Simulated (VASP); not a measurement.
# TaN (P-6m2) in VASP: a series of runs

The runs below take TaN through single point, with PBE+U.

Everything below comes from runs of VASP 6.6.1. Logs are shortened: lines on timing, memory, paths and dates and some standing lists are left out, and cuts for length are marked.

## 1. The cell of the first run

It takes space group P-6m2 (No. 187, hexagonal). Conventional cell: a = 2.953 Å, b = 2.953 Å, c = 2.899 Å, α = 90.00°, β = 90.00°, γ = 120.00°. Ta (site symmetry -6m2) has 6 N at 2.24 Å and 8 Ta at 2.90 to 2.95 Å within 3.0 Å. Within 3.0 Å of N (site symmetry -6m2) lie 6 Ta at 2.24 Å and 8 N at 2.90 to 2.95 Å.

## 2. Single point, PBE+U

Contents of INCAR:

```
ALGO = Normal
EDIFF = 1E-6
ENCUT = 520
GGA = PE
ISIF = 2
ISMEAR = -1
LASPH = True
LCHARG = False
LDAU = True
LDAUJ = 0 0
LDAUL = 2 -1
LDAUPRINT = 1
LDAUTYPE = 2
LDAUU = 1 0
LMAXMIX = 4
LREAL = False
LWAVE = False
NBANDS = 15
NELM = 150
PREC = Accurate
SIGMA = 0.05
```

Contents of KPOINTS:

```
k-points
0
Gamma
  10 10 9
```

Contents of POSCAR:

```
TaN
1.0
    2.9533189952     -0.0000000029      0.0000000000
   -1.4766594951      2.5576492768      0.0000000000
    0.0000000000      0.0000000000      2.8987666183
Ta N
1 1
Direct
    0.3333333333      0.6666666667      0.5000000000
    0.0000000000      0.0000000000      0.0000000000
```

Potentials or basis: VASP PAW PBE potentials, release 64 (Ta_pv, N).

Command:

```bash
cat potpaw_PBE.64/Ta_pv/POTCAR potpaw_PBE.64/N/POTCAR > POTCAR
mpirun -np 1 vasp_std > vasp.out
```

OUTCAR:

```text
EDIFF = 1E-6
   ENCUT = 520
   GGA = PE
   ISIF = 2
   ISMEAR = -1
   LASPH = True
   LREAL = False
   NELM = 150
   PREC = Accurate

 ion  position               nearest neighbor table
   1  0.333  0.667  0.500-   2 2.24   2 2.24   2 2.24   2 2.24   2 2.24   2 2.24
   2  0.000  0.000  0.000-   1 2.24   1 2.24   1 2.24   1 2.24   1 2.24   1 2.24

  LATTYP: Found a hexagonal cell.
 ALAT       =     2.9533189952
 C/A-ratio  =     0.9815284509

  Lattice vectors:

 A1 = (   2.9533189952,  -0.0000000029,   0.0000000000)
 A2 = (  -1.4766594951,   2.5576492768,   0.0000000000)
 A3 = (   0.0000000000,   0.0000000000,   2.8987666183)

Analysis of symmetry for initial positions (statically):
=====================================================================
 Subroutine PRICEL returns:
 Original cell was already a primitive cell.

 Routine SETGRP: Setting up the symmetry group for a
 hexagonal supercell.

 Subroutine GETGRP returns: Found 12 space group operations
 (whereof 12 operations were pure point group operations)
 out of a pool of 24 trial point group operations.

The static configuration has the point symmetry D_3h.

Analysis of symmetry for dynamics (positions and initial velocities):
=====================================================================
 Subroutine PRICEL returns:
 Original cell was already a primitive cell.

 Routine SETGRP: Setting up the symmetry group for a
 hexagonal supercell.

 Subroutine GETGRP returns: Found 12 space group operations
 (whereof 12 operations were pure point group operations)
 out of a pool of 24 trial point group operations.

The dynamic configuration has the point symmetry D_3h.

 Subroutine INISYM returns: Found 12 space group operations
 (whereof 12 operations are pure point group operations),
 and found     1 'primitive' translations

----------------------------------------------------------------------------------------

[... 149 lines left out ...]
  0.0000  0.1876  0.0000 -0.0000  0.0000
  0.0000  0.0000  0.3065 -0.0000  0.0000
  0.0000 -0.0000 -0.0000  0.1876  0.0000
 -0.0000  0.0000  0.0000  0.0000  0.2643

 occupancies and eigenvectors

  o =  0.1876  v =  0.0000 -0.1953 -0.0000 -0.9807  0.0000  0.0000  0.0000  0.0000  0.0000  0.0000      0.0000  0.0000  0.0000  0.0000  0.0000  0.0000  0.0000  0.0000  0.0000  0.0000
  o =  0.1876  v =  0.0000  0.0000  0.0000  0.0000  0.0000  0.0000 -0.1953 -0.0000 -0.9807  0.0000      0.0000  0.0000  0.0000  0.0000  0.0000  0.0000  0.0000  0.0000  0.0000  0.0000
  o =  0.1876  v =  0.0000  0.9807 -0.0000 -0.1953  0.0000  0.0000  0.0000  0.0000  0.0000  0.0000      0.0000  0.0000  0.0000  0.0000  0.0000  0.0000  0.0000  0.0000  0.0000  0.0000
  o =  0.1876  v =  0.0000  0.0000  0.0000  0.0000  0.0000  0.0000  0.9807 -0.0000 -0.1953  0.0000      0.0000  0.0000  0.0000  0.0000  0.0000  0.0000  0.0000  0.0000  0.0000  0.0000
  o =  0.2643  v = -0.2191  0.0000  0.0000 -0.0000 -0.9757  0.0000  0.0000  0.0000  0.0000  0.0000      0.0000  0.0000  0.0000  0.0000  0.0000  0.0000  0.0000  0.0000  0.0000  0.0000
  o =  0.2643  v =  0.0000  0.0000  0.0000  0.0000  0.0000 -0.2191  0.0000  0.0000 -0.0000 -0.9757      0.0000  0.0000  0.0000  0.0000  0.0000  0.0000  0.0000  0.0000  0.0000  0.0000
  o =  0.2643  v =  0.0000  0.0000  0.0000  0.0000  0.0000 -0.9757 -0.0000  0.0000 -0.0000  0.2191      0.0000  0.0000  0.0000  0.0000  0.0000  0.0000  0.0000  0.0000  0.0000  0.0000
  o =  0.2643  v = -0.9757 -0.0000  0.0000 -0.0000  0.2191  0.0000  0.0000  0.0000  0.0000  0.0000      0.0000  0.0000  0.0000  0.0000  0.0000  0.0000  0.0000  0.0000  0.0000  0.0000
  o =  0.3065  v =  0.0000  0.0000  0.0000  0.0000  0.0000 -0.0000 -0.0000 -1.0000  0.0000 -0.0000      0.0000  0.0000  0.0000  0.0000  0.0000  0.0000  0.0000  0.0000  0.0000  0.0000
  o =  0.3065  v = -0.0000 -0.0000 -1.0000  0.0000 -0.0000  0.0000  0.0000  0.0000  0.0000  0.0000      0.0000  0.0000  0.0000  0.0000  0.0000  0.0000  0.0000  0.0000  0.0000  0.0000

 number of electron      16.0000001 magnetization

 Free energy of the ion-electron system (eV)
  ---------------------------------------------------
  ext. energy  EPLUGINS =         0.00000000
  ---------------------------------------------------
  free energy    TOTEN  =       -21.53574523 eV

  energy without entropy =      -21.53543467  energy(sigma->0) =      -21.53558995

 E-fermi :   8.3041     XC(G=0): -13.2620

 val. band max:        8.1810900069   @ k =   0.0000   0.0000   0.4444
 cond. band min:       8.4796415092   @ k =   0.0000   0.0000   0.3333
 fundamental gap:      0.2985515024
 Fermi energy:         8.3040846932

 k-point     1 :       0.0000    0.0000    0.0000
  band No.  band energies     occupation
      1     -26.8930      2.00000
      2     -26.6374      2.00000
      3     -26.6374      2.00000
      4      -9.5212      2.00000
      5       3.7012      2.00000
      6       3.7012      2.00000
      7       4.0515      2.00000
      8       5.2395      2.00000
      9      10.2101      0.00000
     10      11.7178      0.00000
     11      11.7178      0.00000
     12      12.2391      0.00000
     13      12.2391      0.00000
     14      21.0750      0.00000
[... 401 lines left out ...]
      2     -26.9004      2.00000
      3     -26.8523      2.00000
      4      -7.2726      2.00000
      5       0.2045      2.00000
      6       2.8860      2.00000
      7       4.0470      2.00000
      8       5.9706      2.00000
      9      10.7879      0.00000
     10      11.7666      0.00000
     11      12.6619      0.00000
     12      13.9294      0.00000
     13      16.9444      0.00000
     14      19.7505      0.00000
     15      21.2774      0.00000

 [... further k-points ...]
[... 5 lines left out ...]
  --------------------------------------------------------------------------------------
  -------------------------------------------------------------------------------------
  Total        0.3496982      0.3496982      0.4618027     -0.0000000     -0.0000000      0.0000000
  in kB       25.5881785     25.5881785     33.7911118     -0.0000000     -0.0000000      0.0000000
  external PRESSURE =      28.3224896 kB  Pullay stress =       0.0000000 kB

 VOLUME and BASIS-vectors are now :
 -----------------------------------------------------------------------------
  energy-cutoff  :      520.00
  volume of cell :       21.90
      direct lattice vectors                 reciprocal lattice vectors
     2.953318995 -0.000000003  0.000000000     0.338602096  0.195492011  0.000000000
    -1.476659495  2.557649277  0.000000000     0.000000000  0.390984022  0.000000000
     0.000000000  0.000000000  2.898766618     0.000000000  0.000000000  0.344974305

 POSITION                                       TOTAL-FORCE (eV/Angst)
 -----------------------------------------------------------------------------------
      0.00000      1.70510      1.44938        -0.000000     -0.000000      0.000000
      0.00000      0.00000      0.00000         0.000000      0.000000      0.000000
 -----------------------------------------------------------------------------------
    total drift:                                0.000000     -0.000000     -0.000000

  FREE ENERGIE OF THE ION-ELECTRON SYSTEM (eV)
  ---------------------------------------------------
  free  energy   TOTEN  =       -21.5357452325 eV

  energy  without entropy=      -21.5354346736  energy(sigma->0) =      -21.53558995
```

Wall time 13 s (1 thread of Intel Xeon Platinum 8259CL at 2.50GHz (Skylake/Cascade Lake), shared host); peak memory 0.15 GiB.

What came out:

```yaml
Free_energy: -21.5357 eV
Pressure: 2.8 GPa
Band_gap_on_the_k_mesh: zero (band 8 reaches 8.48 eV, above the bottom of band 9 at 8.18 eV)
```

Levels at points of the mesh, in eV from the Fermi level:
| k point | band 5 | band 6 | band 7 | band 8 | band 9 | band 10 | band 11 | band 12 |
| --- | --- | --- | --- | --- | --- | --- | --- | --- |
| (0.00, 0.00, 0.00) | -4.60 | -4.60 | -4.25 | -3.06 | 1.91 | 3.41 | 3.41 | 3.94 |
| (0.50, 0.00, 0.00) | -8.36 | -5.20 | -3.51 | -3.30 | 2.97 | 3.83 | 5.07 | 5.13 |

Eigenvalues of the final occupation matrices:
| site | spin | trace | eigenvalues |
| --- | --- | --- | --- |
| site 1 d | 1 | 1.21 | 0.19 0.19 0.26 0.26 0.31 |
| site 1 d | 2 | 1.21 | 0.19 0.19 0.26 0.26 0.31 |

Caveat: spin-orbit coupling is left out, which moves the levels of the heavy elements; U without spin polarisation on a metal has little footing.

(Continued in part 2 of 3.)
